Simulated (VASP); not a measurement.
Runs of VASP 6.6.1 on AgW. The structure is that of space group Fd-3m (No. 227), or close to it. The cells are those of the table. 

```tsv
task	cell	k mesh	cutoff (eV)	gap on the mesh (eV)	pressure (GPa)	relaxed volume (Å³/atom)
single point	a = 4.569 Å, angles 60.0°, 4 atoms	6 × 6 × 6	520	none	0.1	-
single point	a = 4.569 Å, angles 60.0°, 4 atoms	4 × 4 × 4	520	none	0.0	-
relaxation of cell and atoms	relaxed from a = 4.569 Å, angles 60.0°, 4 atoms	12 × 12 × 12	600	none	0.0	16.87
relaxation of cell and atoms	relaxed from a = 4.764 Å, angles 60.0°, 4 atoms	4 × 4 × 4	600	none	-0.3	(a)
single point	a = 4.570 Å, angles 60.0°, 4 atoms	12 × 12 × 12	520	none	0.0	-
single point	a = 4.764 Å, angles 60.0°, 4 atoms	6 × 6 × 6	520	none	-17.6	-
relaxation of cell and atoms	relaxed from a = 4.569 Å, angles 60.0°, 4 atoms	6 × 6 × 6	600	none	0.2	-
```

Alike in all rows: level PBE; potentials or basis VASP PAW PBE potentials, release 64 (Ag, W_sv); no spin polarisation; smearing gaussian 0.1 eV.

Question: Fill in the values left out.

Answer: (a) 16.89.

Caveats: some runs use coarse meshes; spin-orbit coupling is left out, which moves the levels of the heavy elements; the cell stands under tension (at least some runs); the relaxation stopped at its first step, so nothing moved (at least some runs).

A k mesh can miss the band edges, and the runs leave out spin-orbit coupling on Ag, W.

A gap of «none» marks levels without a gap at the run's occupations.
